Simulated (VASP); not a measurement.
**Pb: single point with LDA**

Pb, a slab with vacuum:

```
Pb
1.0
     3.48000    0.00000    0.00000
    -1.74000    3.01377    0.00000
     0.00000    0.00000   23.38500
Pb
4
Direct
  0.66667 0.33333 0.32072
  0.33333 0.66667 0.44024
  0.66667 0.33333 0.55976
  0.33333 0.66667 0.67928
```

```json
{
  "Program": "VASP 6.6.1",
  "Task": "single point",
  "Functional": "LDA",
  "Potentials or basis": "VASP PAW LDA potentials, release 64 (Pb_d)",
  "Cutoff": "520 eV",
  "k mesh": "9 × 9 × 1",
  "Occupations": "fermi-dirac, width 0.05 eV",
  "Spin": "no spin polarisation",
  "Dipole correction": "no",
  "Further INCAR settings": "ALGO = Normal; EDIFF = 1e-06; NBANDS = 36"
}
```

The largest force is 0.402 eV/Å. The band gap on the k mesh is zero (bands 28 and 29 overlap by 4.30 eV).

Forces in eV/Å, atoms in the order of the input:
```
Pb   0.000  0.000  0.283
Pb   0.000  0.000 -0.402
Pb   0.000  0.000  0.402
Pb   0.000  0.000 -0.283
```

Levels at points of the mesh, in eV from the Fermi level:
```csv
k point,band 25,band 26,band 27,band 28,band 29,band 30,band 31,band 32
"(0.00, 0.00, 0.00)",-3.42,-1.40,1.12,3.27,3.87,5.19,5.24,5.82
```

Run time: 3.9 min on 1 thread of Intel Xeon 8259CL, on a shared host, peak memory 0.32 GiB.

Caveat: spin-orbit coupling is left out, which moves the levels of the heavy elements.
